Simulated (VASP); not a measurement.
# SiO2 (P4_2/mnm) in VASP: notebook, part 3 of 3

VASP 6.6.1.

## 5. Electric field gradients, PBEsol (volume scaled by 1.01)

The input, INCAR:

```
SYSTEM = SiO2
PREC = Accurate
ENCUT = 520
EDIFF = 1E-8
ISMEAR = -1
SIGMA = 0.03
LREAL = .False.
LASPH = .True.
NELM = 100
ALGO = Normal
ISIF = 2
LWAVE = .False.
LCHARG = .False.
GGA = PS
LEFG = .True.
NBANDS = 25
```

The input, KPOINTS:

```
regular mesh
0
Gamma
  6 6 9
  0 0 0
```

The input, POSCAR:

```
SiO2
1.0
    4.1939874774      0.0000000000      0.0000000000
    0.0000000000      4.1939874774      0.0000000000
    0.0000000000      0.0000000000      2.6766631880
Si O
2 4
Direct
    0.0000000000      0.0000000000      0.0000000000
    0.5000000000      0.5000000000      0.5000000000
    0.3067000000      0.3067000000      0.0000000000
    0.1933000000      0.8067000000      0.5000000000
    0.6933000000      0.6933000000      0.0000000000
    0.8067000000      0.1933000000      0.5000000000
```

Potentials or basis: VASP PAW PBE potentials, release 64 (Si, O).

On the command line:

```
$ cat potpaw_PBE.64/Si/POTCAR potpaw_PBE.64/O/POTCAR > POTCAR
$ mpirun -np 1 vasp_std > vasp.out
```

OUTCAR:

```text
SYSTEM = SiO2
   PREC = Accurate
   ENCUT = 520
   EDIFF = 1E-8
   ISMEAR = -1
   LREAL = .False.
   LASPH = .True.
   NELM = 100
   ISIF = 2
   GGA = PS

 ion  position               nearest neighbor table
   1  0.000  0.000  0.000-   4 1.76   6 1.76   4 1.76   6 1.76   5 1.82   3 1.82
   2  0.500  0.500  0.500-   3 1.76   5 1.76   3 1.76   5 1.76   4 1.82   6 1.82
   3  0.307  0.307  0.000-   2 1.76   2 1.76   1 1.82
   4  0.193  0.807  0.500-   1 1.76   1 1.76   2 1.82
   5  0.693  0.693  0.000-   2 1.76   2 1.76   1 1.82
   6  0.807  0.193  0.500-   1 1.76   1 1.76   2 1.82

  LATTYP: Found a simple tetragonal cell.
 ALAT       =     4.1939874774
 C/A-ratio  =     0.6382143968

[... 913 lines left out ...]
   3     -23.489   -23.489    46.978    84.375    -0.000    -0.000
   4     -23.489   -23.489    46.978   -84.375     0.000     0.000
   5     -23.489   -23.489    46.978    84.375    -0.000     0.000
   6     -23.489   -23.489    46.978   -84.375     0.000    -0.000
---------------------------------------------------------------------

 Electric field gradients after diagonalization (V/A^2)
 (convention: |V_zz| > |V_xx| > |V_yy|)
----------------------------------------------------------------------
 ion       V_xx      V_yy      V_zz     asymmetry (V_yy - V_xx)/ V_zz
----------------------------------------------------------------------
   1     -18.321    -3.975    22.297       0.643
   2     -18.321    -3.975    22.297       0.643
   3      60.886    46.978  -107.864       0.129
   4      60.886    46.978  -107.864       0.129
   5      60.886    46.978  -107.864       0.129
   6      60.886    46.978  -107.864       0.129
----------------------------------------------------------------------

           NMR quadrupolar parameters

 Cq : quadrupolar parameter    Cq=e*Q*V_zz/h
 eta: asymmetry parameters     (V_yy - V_xx)/ V_zz
 Q  : nuclear electric quadrupole moment in mb (millibarn)
----------------------------------------------------------------------
 ion       Cq(MHz)       eta       Q (mb)
----------------------------------------------------------------------
   1       0.054       0.643       1.000
   2       0.054       0.643       1.000
   3      -0.261       0.129       1.000
   4      -0.261       0.129       1.000
   5      -0.261       0.129       1.000
   6      -0.261       0.129       1.000
----------------------------------------------------------------------
```

OSZICAR:

```text
N       E                     dE             d eps       ncg     rms          rms(c)
DAV:   1     0.129310335624E+03    0.12931E+03   -0.17684E+04  2532   0.123E+03
DAV:   2    -0.464117134697E+02   -0.17572E+03   -0.16886E+03  3163   0.278E+02
DAV:   3    -0.531411001466E+02   -0.67294E+01   -0.67003E+01  3343   0.519E+01
DAV:   4    -0.531840961356E+02   -0.42996E-01   -0.42975E-01  2923   0.477E+00
DAV:   5    -0.531844595438E+02   -0.36341E-03   -0.36333E-03  3355   0.413E-01    0.169E+01
DAV:   6    -0.490071417145E+02    0.41773E+01   -0.11564E+01  3139   0.227E+01    0.808E+00
DAV:   7    -0.489921465315E+02    0.14995E-01   -0.60684E-01  3151   0.458E+00    0.296E+00
DAV:   8    -0.489832081070E+02    0.89384E-02   -0.22972E-02  3115   0.132E+00    0.993E-01
DAV:   9    -0.489833121882E+02   -0.10408E-03   -0.53270E-03  3253   0.618E-01    0.252E-01
DAV:  10    -0.489834083991E+02   -0.96211E-04   -0.29233E-04  3136   0.125E-01    0.437E-02
DAV:  11    -0.489833984941E+02    0.99050E-05   -0.44968E-05  3232   0.483E-02    0.104E-02
DAV:  12    -0.489833985249E+02   -0.30817E-07   -0.33246E-06  3037   0.132E-02    0.261E-03
DAV:  13    -0.489833986164E+02   -0.91500E-07   -0.27486E-07  3320   0.372E-03    0.293E-03
DAV:  14    -0.489833986020E+02    0.14393E-07   -0.69272E-09  2272   0.572E-04    0.612E-04
DAV:  15    -0.489833986089E+02   -0.69085E-08   -0.24418E-09  2037   0.409E-04
   1 F= -.48983399E+02 E0= -.48983399E+02  d E =-.250640E-10
```

stdout:

```text
POSCAR found type information on POSCAR SiO
 POSCAR found :  2 types and       6 ions
 scaLAPACK will be used
 -----------------------------------------------------------------------------
|                                                                             |
|                                                                             |
|     You enforced a specific xc type in the INCAR file but a different       |
|     I HOPE YOU KNOW WHAT YOU ARE DOING!                                     |
|                                                                             |
 -----------------------------------------------------------------------------

 LDA part: xc-table for (Slater+PW92), standard interpolation
 POSCAR, INCAR and KPOINTS ok, starting setup
 FFT: planning ... GRIDC
 FFT: planning ... GRID_SOFT
 FFT: planning ... GRID
 WAVECAR not read
 entering main loop
ion   1

ion   2

ion   3

ion   4

ion   5

ion   6
```

Wall time 37 s (1 thread of Intel Xeon Platinum 8259CL at 2.50GHz (Skylake/Cascade Lake), shared host); peak memory 0.17 GiB.

What came out:

| Quantity | Value |
| --- | --- |
| Free energy | -48.9834 eV |
| Pressure | 1.4 GPa |
| Largest force | 0.163 eV/Å |
| Band gap on the k mesh | 5.40 eV, direct |

Forces in eV/Å, atoms in the order of the input:
```
Si   0.000  0.000  0.000
Si   0.000  0.000  0.000
O   -0.115 -0.115  0.000
O    0.115 -0.115  0.000
O    0.115  0.115  0.000
O   -0.115  0.115  0.000
```

Stress tensor (GPa, compression positive):
```
1.11 0.00 0.00
0.00 1.11 0.00
0.00 0.00 1.90
```

Levels at points of the mesh, in eV from the valence-band top:
| k point | band 14 | band 15 | band 16 | band 17 | band 18 | band 19 |
| --- | --- | --- | --- | --- | --- | --- |
| (0.00, 0.00, 0.00) | -0.87 | -0.87 | 0.00 | 5.40 | 6.47 | 8.28 |
| (0.50, 0.00, 0.00) | -2.70 | -1.08 | -1.08 | 7.52 | 7.52 | 8.84 |
| (0.50, 0.50, 0.00) | -2.65 | -2.27 | -2.27 | 7.19 | 7.19 | 9.82 |

Electric field gradients, principal values (V/Å²):
```tsv
atom	least	middle	greatest (by size)
1 Si	-3.975	-18.321	22.297
2 Si	-3.975	-18.321	22.297
3 O	46.978	60.886	-107.864
4 O	46.978	60.886	-107.864
5 O	46.978	60.886	-107.864
6 O	46.978	60.886	-107.864
```

Caveat: without QUAD_EFG the Cq values of the log hold for a quadrupole moment of 1 mb, not for the nuclei; the PAW data sets were made with another functional, which shifts forces and pressure a little. A k mesh can miss the band edges.

## 6. Electric field gradients, PBEsol (volume scaled by 1.02)

The input, INCAR:

```
SYSTEM = SiO2
  PREC = Accurate
  ENCUT = 520
  EDIFF = 1E-8
  ISMEAR = -1
  SIGMA = 0.03
  LREAL = .False.
  LASPH = .True.
  NELM = 100
  ALGO = Normal
  ISIF = 2
  LWAVE = .False.
  LCHARG = .False.
  GGA = PS
  LEFG = .True.
  NBANDS = 25
```

KPOINTS is that of step 5.

POSCAR: that of step 5 with these lines changed.

```diff
@@ -2,5 +2,5 @@
 1.0
-    4.1939874774      0.0000000000      0.0000000000
-    0.0000000000      4.1939874774      0.0000000000
-    0.0000000000      0.0000000000      2.6766631880
+    4.2077835882      0.0000000000      0.0000000000
+    0.0000000000      4.2077835882      0.0000000000
+    0.0000000000      0.0000000000      2.6854680646
 Si O
```

Potentials or basis: VASP PAW PBE potentials, release 64 (Si, O).

On the command line:

```
$ cat potpaw_PBE.64/Si/POTCAR potpaw_PBE.64/O/POTCAR > POTCAR
$ mpirun -np 1 vasp_std > vasp.out
```

OUTCAR:

```text
SYSTEM = SiO2
   PREC = Accurate
   ENCUT = 520
   EDIFF = 1E-8
   ISMEAR = -1
   LREAL = .False.
   LASPH = .True.
   NELM = 100
   ISIF = 2
   GGA = PS

 ion  position               nearest neighbor table
   1  0.000  0.000  0.000-   4 1.77   6 1.77   4 1.77   6 1.77   5 1.83   3 1.83
   2  0.500  0.500  0.500-   3 1.77   5 1.77   3 1.77   5 1.77   4 1.83   6 1.83
   3  0.307  0.307  0.000-   2 1.77   2 1.77   1 1.83
   4  0.193  0.807  0.500-   1 1.77   1 1.77   2 1.83
   5  0.693  0.693  0.000-   2 1.77   2 1.77   1 1.83
   6  0.807  0.193  0.500-   1 1.77   1 1.77   2 1.83

  LATTYP: Found a simple tetragonal cell.
 ALAT       =     4.2077835882
 C/A-ratio  =     0.6382143968

[... 913 lines left out ...]
   3     -23.721   -23.721    47.443    85.244    -0.000     0.000
   4     -23.721   -23.721    47.443   -85.244     0.000     0.000
   5     -23.721   -23.721    47.443    85.244    -0.000    -0.000
   6     -23.721   -23.721    47.443   -85.244     0.000     0.000
---------------------------------------------------------------------

 Electric field gradients after diagonalization (V/A^2)
 (convention: |V_zz| > |V_xx| > |V_yy|)
----------------------------------------------------------------------
 ion       V_xx      V_yy      V_zz     asymmetry (V_yy - V_xx)/ V_zz
----------------------------------------------------------------------
   1     -18.214    -3.955    22.169       0.643
   2     -18.214    -3.955    22.169       0.643
   3      61.522    47.443  -108.965       0.129
   4      61.522    47.443  -108.965       0.129
   5      61.522    47.443  -108.965       0.129
   6      61.522    47.443  -108.965       0.129
----------------------------------------------------------------------

           NMR quadrupolar parameters

 Cq : quadrupolar parameter    Cq=e*Q*V_zz/h
 eta: asymmetry parameters     (V_yy - V_xx)/ V_zz
 Q  : nuclear electric quadrupole moment in mb (millibarn)
----------------------------------------------------------------------
 ion       Cq(MHz)       eta       Q (mb)
----------------------------------------------------------------------
   1       0.054       0.643       1.000
   2       0.054       0.643       1.000
   3      -0.263       0.129       1.000
   4      -0.263       0.129       1.000
   5      -0.263       0.129       1.000
   6      -0.263       0.129       1.000
----------------------------------------------------------------------
```

stdout:

```text
POSCAR found type information on POSCAR SiO
 POSCAR found :  2 types and       6 ions
 scaLAPACK will be used
 -----------------------------------------------------------------------------
|                                                                             |
|                                                                             |
|     You enforced a specific xc type in the INCAR file but a different       |
|     I HOPE YOU KNOW WHAT YOU ARE DOING!                                     |
|                                                                             |
 -----------------------------------------------------------------------------

 LDA part: xc-table for (Slater+PW92), standard interpolation
 POSCAR, INCAR and KPOINTS ok, starting setup
 FFT: planning ... GRIDC
 FFT: planning ... GRID_SOFT
 FFT: planning ... GRID
 WAVECAR not read
 entering main loop
ion   1

ion   2

ion   3

ion   4

ion   5

ion   6
```

Run time: 34 s. Hardware: 1 thread of Intel Xeon Platinum 8259CL at 2.50GHz (Skylake/Cascade Lake), shared host; peak memory 0.17 GiB.

Results:

- Free energy: -48.9838 eV
- Pressure: -1.7 GPa
- Largest force: 0.093 eV/Å
- Band gap on the k mesh: 5.23 eV, direct

Forces on the atoms (eV/Å):
```
Si   0.000  0.000  0.000
Si   0.000  0.000  0.000
O   -0.066 -0.066  0.000
O    0.066 -0.066  0.000
O    0.066  0.066  0.000
O   -0.066  0.066  0.000
```

Levels at points of the mesh, in eV from the valence-band top:
| k point | band 12 | band 13 | band 14 | band 15 | band 16 | band 17 | band 18 | band 19 | band 20 | band 21 |
| --- | --- | --- | --- | --- | --- | --- | --- | --- | --- | --- |
| (0.00, 0.00, 0.00) | -3.11 | -2.54 | -0.87 | -0.87 | 0.00 | 5.23 | 6.43 | 8.19 | 8.19 | 10.85 |
| (0.50, 0.00, 0.00) | -3.82 | -2.68 | -2.68 | -1.07 | -1.07 | 7.39 | 7.39 | 8.77 | 8.77 | 10.76 |
| (0.50, 0.50, 0.00) | -3.24 | -2.63 | -2.63 | -2.24 | -2.24 | 7.08 | 7.08 | 9.73 | 9.73 | 12.78 |

Electric field gradients, principal values (V/Å²):
```tsv
atom	least	middle	greatest (by size)
1 Si	-3.955	-18.214	22.169
2 Si	-3.955	-18.214	22.169
3 O	47.443	61.522	-108.965
4 O	47.443	61.522	-108.965
5 O	47.443	61.522	-108.965
6 O	47.443	61.522	-108.965
```

Caveat: without QUAD_EFG the Cq values of the log hold for a quadrupole moment of 1 mb, not for the nuclei; the PAW data sets were made with another functional, which shifts forces and pressure a little.

## 7. Summary

| cell | gap on the mesh (eV) | pressure (GPa) | largest force (eV/Å) |
| --- | --- | --- | --- |
| a = 4.180, b = 4.180, c = 2.721 Å, 6 atoms | 5.15 | -2.6 | 0.21 |
| a = 4.152, b = 4.152, c = 2.650 Å, 6 atoms | 5.95 | 11.8 | 0.39 |
| a = 4.166, b = 4.166, c = 2.659 Å, 6 atoms | 5.76 | 8.1 | 0.31 |
| a = 4.194, b = 4.194, c = 2.677 Å, 6 atoms | 5.40 | 1.4 | 0.16 |
| a = 4.208, b = 4.208, c = 2.685 Å, 6 atoms | 5.23 | -1.7 | 0.09 |

Alike in all rows: task electric field gradients; level PBEsol; potentials or basis VASP PAW PBE potentials, release 64 (Si, O); no spin polarisation; k mesh 6 × 6 × 9; cutoff (eV) 520; smearing fermi-dirac 0.03 eV.

Caveats: the PAW data sets were made with another functional, which shifts forces and pressure a little.

Total energies depend on the potentials used, so only differences within one code and one set of settings carry meaning.
